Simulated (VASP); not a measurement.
# Sr3Rh (I4/mmm) in VASP: notebook

Runs on Sr3Rh. Level: PBE. Tasks: relaxation of cell and atoms, single point.

Everything below comes from runs of VASP 6.6.1. Logs are shortened: lines on timing, memory, paths and dates and some standing lists are left out, and cuts for length are marked.

### 1 The cell of the first run

The structure is tetragonal, space group I4/mmm (No. 139). Conventional cell: a = 4.633 Å, b = 4.633 Å, c = 10.349 Å, α = 90.00°, β = 90.00°, γ = 90.00°. Sr (site symmetry 4/mmm) has 4 Rh at 3.28 Å and 8 Sr at 3.47 Å within 4.3 Å. Sr (site symmetry -4m2) has 8 Sr at 3.28 to 3.47 Å and 4 Rh at 3.47 Å within 4.3 Å. Within 4.3 Å of Rh (site symmetry 4/mmm) lie 12 Sr at 3.28 to 3.47 Å.

### 2 Relaxation of cell and atoms, PBE

Input file INCAR:

```
ALGO = Fast ; EDIFF = 1E-6
EDIFFG = -0.04 ; ENCUT = 600
GGA = PE ; IBRION = 2
ISIF = 3 ; ISMEAR = 0
LASPH = True ; LCHARG = False
LREAL = False ; LWAVE = False
NELM = 100 ; NSW = 90
PREC = Accurate ; SIGMA = 0.1
```

Input file KPOINTS:

```
k-points
0
Gamma
  6 6 6
```

Input file POSCAR:

```
Sr3Rh
1.0
   -2.3164356039      2.3164356039      5.1743756348
    2.3164356039     -2.3164356039      5.1743756348
    2.3164356039      2.3164356039     -5.1743756348
Sr Rh
3 1
Direct
    0.5000000000      0.5000000000      0.0000000000
    0.2500000000      0.7500000000      0.5000000000
    0.7500000000      0.2500000000      0.5000000000
    0.0000000000      0.0000000000      0.0000000000
```

Potentials or basis: VASP PAW PBE potentials, release 64 (Sr_sv, Rh_pv).

The run is started by

```
$ cat potpaw_PBE.64/Sr_sv/POTCAR potpaw_PBE.64/Rh_pv/POTCAR > POTCAR
$ mpirun -np 1 vasp_std > vasp.out
```

OUTCAR:

```text
EDIFF = 1E-6
   EDIFFG = -0.04
   ENCUT = 600
   GGA = PE
   IBRION = 2
   ISIF = 3
   ISMEAR = 0
   LASPH = True
   LREAL = False
   NELM = 100
   NSW = 90
   PREC = Accurate

 ion  position               nearest neighbor table
   1  0.500  0.500  0.000-   4 3.28   4 3.28   4 3.28   4 3.28   3 3.47   2 3.47   3 3.47   3 3.47
                             2 3.47   2 3.47   3 3.47   2 3.47
   2  0.250  0.750  0.500-   3 3.28   3 3.28   3 3.28   3 3.28   4 3.47   1 3.47   4 3.47   1 3.47
                             4 3.47   4 3.47   1 3.47   1 3.47
   3  0.750  0.250  0.500-   2 3.28   2 3.28   2 3.28   2 3.28   4 3.47   1 3.47   4 3.47   4 3.47
                             1 3.47   1 3.47   4 3.47   1 3.47
   4  0.000  0.000  0.000-   1 3.28   1 3.28   1 3.28   1 3.28   3 3.47   2 3.47   3 3.47   2 3.47
                             3 3.47   3 3.47   2 3.47   2 3.47

  LATTYP: Found a body centered tetragonal cell.
 ALAT       =     4.6328712078
 C/A-ratio  =     2.2337662338

  Lattice vectors:

 A1 = (  -2.3164356039,   2.3164356039,   5.1743756348)
 A2 = (   2.3164356039,  -2.3164356039,   5.1743756348)
 A3 = (   2.3164356039,   2.3164356039,  -5.1743756348)

Analysis of symmetry for initial positions (statically):
=====================================================================
 Subroutine PRICEL returns:
 Original cell was already a primitive cell.

 Routine SETGRP: Setting up the symmetry group for a
 body centered tetragonal supercell.

 Subroutine GETGRP returns: Found 16 space group operations
 (whereof 16 operations were pure point group operations)
 out of a pool of 16 trial point group operations.

The static configuration has the point symmetry D_4h.

Analysis of symmetry for dynamics (positions and initial velocities):
=====================================================================
 Subroutine PRICEL returns:
 Original cell was already a primitive cell.

 Routine SETGRP: Setting up the symmetry group for a
 body centered tetragonal supercell.

 Subroutine GETGRP returns: Found 16 space group operations
 (whereof 16 operations were pure point group operations)
 out of a pool of 16 trial point group operations.

The dynamic configuration has the point symmetry D_4h.

 Subroutine INISYM returns: Found 16 space group operations
 (whereof 16 operations are pure point group operations),
 and found     1 'primitive' translations

----------------------------------------------------------------------------------------

                                     Primitive cell

  volume of cell :     111.0602

  direct lattice vectors                    reciprocal lattice vectors
    -2.316435604  2.316435604  5.174375635     0.000000000  0.215848867  0.096630016
     2.316435604 -2.316435604  5.174375635     0.215848867  0.000000000  0.096630016
     2.316435604  2.316435604 -5.174375635     0.215848867  0.215848867  0.000000000

  length of vectors
     6.124206971  6.124206971  6.124206971     0.236491212  0.236491212  0.305256395

  position of ions in fractional coordinates (direct lattice)
     0.500000000  0.500000000  0.000000000
     0.250000000  0.750000000  0.500000000
     0.750000000  0.250000000  0.500000000
     0.000000000  0.000000000  0.000000000

  ion indices of the primitive-cell ions
   primitive index   ion index
                 1           1
                 2           2
                 3           3
                 4           4

----------------------------------------------------------------------------------------

 KPOINTS: k-points

Automatic generation of k-mesh.
 Grid dimensions read from file:
 generate k-points for:    6    6    6

 Generating k-lattice:

  Cartesian coordinates                     Fractional coordinates (reciprocal lattice)
     0.000000000  0.035974811  0.016105003     0.166666667 -0.000000000  0.000000000
     0.035974811  0.000000000  0.016105003    -0.000000000  0.166666667  0.000000000
     0.035974811  0.035974811  0.000000000     0.000000000  0.000000000  0.166666667

  Length of vectors
     0.039415202  0.039415202  0.050876066

  Shift w.r.t. Gamma in fractional coordinates (k-lattice)
     0.000000000  0.000000000  0.000000000

 Subroutine IBZKPT returns following result:
 ===========================================

 Found     30 irreducible k-points:

 Following reciprocal coordinates:
            Coordinates               Weight
  0.000000  0.000000  0.000000      1.000000
  0.166667 -0.000000  0.000000      8.000000
  0.333333  0.000000 -0.000000      8.000000
  0.500000 -0.000000  0.000000      4.000000
  0.166667  0.166667  0.000000      8.000000
  0.333333  0.166667 -0.000000     16.000000
[... 16 lines left out ...]
 -0.333333 -0.333333  0.166667      8.000000
 -0.166667 -0.333333  0.166667      8.000000
 [... further k-points ...]
   k-points           NKPTS =     30   k-points in BZ     NKDIM =     30   number of bands    NBANDS=     27
   number of dos      NEDOS =    301   number of ions     NIONS =      4
   total plane-waves  NPLWV = 125000
   dimension x,y,z NGX =    50 NGY =   50 NGZ =   50
   dimension x,y,z NGXF=   100 NGYF=  100 NGZF=  100
   ions per type =               3   1
   NGX,Y,Z   is equivalent  to a cutoff of  13.57, 13.57, 13.57 a.u.
   NGXF,Y,Z  is equivalent  to a cutoff of  27.15, 27.15, 27.15 a.u.
 SYSTEM =  unknown system
   PREC   = accura    normal or accurate (medium, high low for compatibility)
   ISTART =      0    job   : 0-new  1-cont  2-samecut
   ICHARG =      2    charge: 1-file 2-atom 10-const
   ISPIN  =      1    spin polarized calculation?
   LNONCOLLINEAR =      F non collinear calculations
   LSORBIT =      F    spin-orbit coupling
   LASPH  =      T    aspherical Exc in radial PAW
   ENCUT  =  600.0 eV  44.10 Ry    6.64 a.u.  12.23 12.23 12.23*2*pi/ulx,y,z
   NELM   =    100;   NELMIN=  2; NELMDL= -5     # of ELM steps
   EDIFF  = 0.1E-05   stopping-criterion for ELM
   LREAL  =      F    real-space projection
   EDIFFG = -.4E-01   stopping-criterion for IOM
   NSW    =     90    number of steps for IOM
   IBRION =      2    ionic relax: 0-MD 1-quasi-New 2-CG
   NFREE  =      1    steps in history (QN), initial steepest desc. (CG)
   ISIF   =      3    stress and relaxation
   ISYM   =      2    0-nonsym 1-usesym 2-fastsym
   POTIM  = 0.5000    time-step for ionic-motion
   TEBEG  =    0.0;   TEEND  =   0.0 temperature during run
   PSTRESS=    0.0 pullay stress
   NELECT =      45.0000    total number of electrons
   NUPDOWN=      -1.0000    fix difference up-down
   EMIN   =  10.00;   EMAX   =-10.00  energy-range for DOS
   EFERMI =   0.00;   METHOD = LEGACY
   ISMEAR =     0;   SIGMA  =   0.10  broadening in eV -4-tet -1-fermi 0-gaus
   EFERMI_NEDOS =   21; number of points for ismear=-14 and -15
   IALGO  =     68    algorithm
   IMIX   =      4    mixing-type and parameters
     AMIX     =   0.40;   BMIX     =  1.00
     AMIX_MAG =   1.60;   BMIX_MAG =  1.00
  volume/ion in A,a.u.               =      27.77       187.37
  Fermi-wavevector in a.u.,A,eV,Ry     =   1.211415  2.289242 19.966900  1.467526
  Thomas-Fermi vector in A             =   2.346931
   LORBIT       =      0    0 simple, 1 ext, 2 COOP (PROOUT), +10 PAW based schemes
   GGA     = PE    functional components
   LHFCALC =     F    Hartree Fock is set to
   AEXX    =    0.0000 exact exchange contribution
   IVDW    =     0    specifies the selected vdW correction
   LEPSILON=     F    determine dielectric tensor
   LRPA    =     F    only Hartree local field effects (RPA)
 conjugate gradient relaxation of ions
 non-spin polarized calculation
 RMM-DIIS sequential band-by-band and
 Gauss-broadening in eV      SIGMA  =   0.10
  energy-cutoff  :      600.00
  volume of cell :      111.06
 maximum number of plane-waves:      3736
 NGX is ok and might be reduce to    50
   NGX = 25   NGY = 25   NGZ = 25

--------------------------------------- Ionic step        1  -------------------------------------------

 number of electron      45.0000003 magnetization

 Free energy of the ion-electron system (eV)
  ---------------------------------------------------
  ext. energy  EPLUGINS =         0.00000000
  ---------------------------------------------------
  free energy    TOTEN  =       -10.78707593 eV

  energy without entropy =      -10.76606250  energy(sigma->0) =      -10.77656922

 E-fermi :   4.4852     XC(G=0):  -9.7906

 val. band max:        4.4849346279   @ k =   0.3333   0.3333   0.1667
 cond. band min:       4.5180347760   @ k =  -0.3333   0.1667   0.0000
 fundamental gap:      0.0331001481
 Fermi energy:         4.4852330768

 k-point     1 :       0.0000    0.0000    0.0000
  band No.  band energies     occupation
      1     -40.8407      2.00000
      2     -40.7896      2.00000
      3     -40.7896      2.00000
      4     -31.4753      2.00000
      5     -31.2154      2.00000
      6     -31.0085      2.00000
[... 709 lines left out ...]
     26       5.7149      0.00000
     27       6.1884      0.00000

 [... further k-points ...]

------------------------ aborting loop because EDIFF is reached ----------------------------------------

  FORCE on cell =-STRESS in cart. coord.  units (eV):
  Direction    XX          YY          ZZ          XY          YZ          ZX
  --------------------------------------------------------------------------------------
  -------------------------------------------------------------------------------------
  Total        5.1467024      5.1467024      3.7508879      0.0000000      0.0000000      0.0000000
  in kB       74.2473975     74.2473975     54.1110866      0.0000000      0.0000000      0.0000000
  external PRESSURE =      67.5352938 kB  Pullay stress =       0.0000000 kB
[... 213 lines left out ...]
  energy  without entropy=      -11.2558002752  energy(sigma->0) =      -11.26570270

--------------------------------------- Ionic step        7  -------------------------------------------

 number of electron      45.0000000 magnetization

 Free energy of the ion-electron system (eV)
  ---------------------------------------------------
  ext. energy  EPLUGINS =         0.00000000
  ---------------------------------------------------
  free energy    TOTEN  =       -11.29475601 eV

  energy without entropy =      -11.27284311  energy(sigma->0) =      -11.28379956

 E-fermi :   3.4075     XC(G=0):  -8.9967

 val. band max:        3.4070213894   @ k =  -0.1667   0.1667   0.0000
 cond. band min:       3.4197893081   @ k =   0.3333   0.0000  -0.0000
 fundamental gap:      0.0127679187
 Fermi energy:         3.4075488389

 k-point     1 :       0.0000    0.0000    0.0000
  band No.  band energies     occupation
      1     -41.8167      2.00000
      2     -41.7593      2.00000
      3     -41.7593      2.00000
      4     -32.9088      2.00000
      5     -32.5969      2.00000
      6     -32.5456      2.00000
[... 709 lines left out ...]
     26       4.5119      0.00000
     27       4.8971      0.00000

 [... further k-points ...]

------------------------ aborting loop because EDIFF is reached ----------------------------------------

  FORCE on cell =-STRESS in cart. coord.  units (eV):
  Direction    XX          YY          ZZ          XY          YZ          ZX
  --------------------------------------------------------------------------------------
  -------------------------------------------------------------------------------------
  Total        0.0680620      0.0680620     -0.1552620      0.0000000      0.0000000      0.0000000
  in kB        0.8100962      0.8100962     -1.8479774      0.0000000      0.0000000      0.0000000
  external PRESSURE =      -0.0759283 kB  Pullay stress =       0.0000000 kB
[... 19 lines left out ...]
  FREE ENERGIE OF THE ION-ELECTRON SYSTEM (eV)
  ---------------------------------------------------
  free  energy   TOTEN  =       -11.2947560075 eV

  energy  without entropy=      -11.2728431090  energy(sigma->0) =      -11.28379956

 reached required accuracy - stopping structural energy minimisation
```

It took 14 min on 1 thread of Intel Xeon 6975P-C (Granite Rapids), shared host; peak memory 0.45 GiB.

Results:

| Quantity | Value |
| --- | --- |
| Free energy | -11.2948 eV |
| Relaxed volume | 33.65 Å³/atom |
| Relaxed cell | a = 6.167 Å, b = 6.167 Å, c = 6.167 Å, α = 129.92°, β = 129.92°, γ = 73.54° |
| Space group after relaxing (to 0.1 Å) | I4/mmm (No. 139) |
| Energy gained by relaxing | 126.9 meV/atom |
| Ionic steps | 7 |
| Pressure after relaxing | 0.0 GPa |
| Band gap on the k mesh | zero (an odd number of electrons rules out a gap without spin polarisation) |

Step by step:
```csv
step,energy change (eV),largest force (eV/Å),pressure (GPa),volume (Å³)
1,0.0000,0.0000,6.75,111.06
2,-0.4446,0.0000,0.75,130.94
3,-0.4595,0.0000,0.06,135.38
4,-0.4598,0.0000,-0.12,136.34
5,-0.4692,0.0000,-0.10,136.25
6,-0.4885,0.0000,-0.06,135.88
7,-0.5077,0.0000,-0.01,134.61
```

Final structure:
```
Sr Rh
1.0
    -2.61010    2.61010    4.93973
     2.61010   -2.61010    4.93973
     2.61010    2.61010   -4.93973
Sr Rh
3 1
Direct
  0.50000 0.50000 0.00000
  0.25000 0.75000 0.50000
  0.75000 0.25000 0.50000
  0.00000 0.00000 0.00000
```

Caveat: the volume moved by over 15 % at a fixed basis, so the end points are rough.

### 3 Single point, PBE

This run uses another cell than the first one, of 32.85 Å³/atom.

Input file INCAR:

```
SYSTEM = Sr3Rh
PREC = Accurate ; ENCUT = 520
EDIFF = 1E-7 ; ISMEAR = 0
SIGMA = 0.1 ; LREAL = .FALSE.
LASPH = .TRUE. ; NELM = 80
ALGO = Fast ; ISIF = 2
LWAVE = .FALSE. ; LCHARG = .FALSE.
GGA = PE ; NBANDS = 30
```

Input file KPOINTS:

```
Automatic mesh
0
G
  12 12 12
  0 0 0
```

Input file POSCAR:

```
Sr3Rh
1.0
   -2.7943257207      2.7943257207      4.2074105939
    2.7943257207     -2.7943257207      4.2074105939
    2.7943257207      2.7943257207     -4.2074105939
Sr Rh
3 1
Direct
    0.5000000000      0.5000000000      0.0000000000
    0.2500000000      0.7500000000      0.5000000000
    0.7500000000      0.2500000000      0.5000000000
    0.0000000000      0.0000000000      0.0000000000
```

Potentials or basis: VASP PAW PBE potentials, release 64 (Sr_sv, Rh_pv).

The run is started by

```
$ cat potpaw_PBE.64/Sr_sv/POTCAR potpaw_PBE.64/Rh_pv/POTCAR > POTCAR
$ mpirun -np 1 vasp_std > vasp.out
```

Wall time 14 min (1 thread of Intel Xeon 6975P-C (Granite Rapids), shared host); peak memory 0.74 GiB.

It converged, with:

| Property | Result |
| --- | --- |
| Free energy | -11.3169 eV |
| Pressure | 0.1 GPa |
| Band gap on the k mesh | zero (an odd number of electrons rules out a gap without spin polarisation) |

Levels at points of the mesh, in eV from the Fermi level:
```csv
k point,band 20,band 21,band 22,band 23,band 24,band 25
"(0.00, 0.00, 0.00)",-1.23,-1.23,0.25,0.50,0.50,0.96
"(0.50, 0.00, 0.00)",-1.24,-1.22,-1.17,-0.07,0.12,0.81
"(0.50, 0.50, 0.00)",-1.23,-1.16,-1.14,0.57,0.61,1.23
"(0.50, 0.50, 0.50)",-1.27,-1.24,-1.24,0.52,0.77,1.31
```
